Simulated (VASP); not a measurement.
Here is a VASP 6.6.1 calculation.

The input INCAR:

```
PREC     = Accurate       # precision mode
ENCUT    = 520            # plane-wave cutoff, eV
EDIFF    = 1E-7           # SCF threshold, eV
ISMEAR   = 0              # smearing method
SIGMA    = 0.05           # smearing width, eV
LREAL    = False          # projectors in reciprocal space
LASPH    = True           # aspherical terms in the spheres
NELM     = 60             # most SCF steps
ALGO     = Normal         # electronic algorithm
ISIF     = 2              # what is computed and relaxed
LWAVE    = False          # write WAVECAR
LCHARG   = False          # write CHGCAR
GGA      = PS             # functional
NBANDS   = 27             # bands
```

KPOINTS

```
regular mesh
0
Gamma
  8 8 8
```

File POSCAR:

```
KTaO3
1.0
    3.7888850000      0.0000000000      0.0000000000
    0.0000000000      3.9883000000      0.0000000000
    0.0000000000      0.0000000000      3.9883000000
K Ta O
1 1 3
Direct
    0.5000000000      0.5000000000      0.5000000000
    0.0000000000      0.0000000000      0.0000000000
    0.5000000000      0.0000000000      0.0000000000
    0.0000000000      0.5000000000      0.0000000000
    0.0000000000      0.0000000000      0.5000000000
```

Potentials or basis: VASP PAW PBE potentials, release 64 (K_sv, Ta_pv, O).

Command:

```console
$ cat potpaw_PBE.64/K_sv/POTCAR potpaw_PBE.64/Ta_pv/POTCAR potpaw_PBE.64/O/POTCAR > POTCAR
$ mpirun -np 1 vasp_std > vasp.out
```

(1) Estimate the band gap on the k mesh.

(2) Estimate the pressure.

Results:

(1) 2.09 eV (least direct gap 2.64 eV).

(2) 13.3 GPa.

Caveat: the cell differs from its parent crystal (strain -0.0500 x Voigt [1, 0, 0, 0, 0, 0]); the cell stands under pressure; the PAW data sets were made with another functional, which shifts forces and pressure a little; spin-orbit coupling is left out, which moves the levels of the heavy elements.
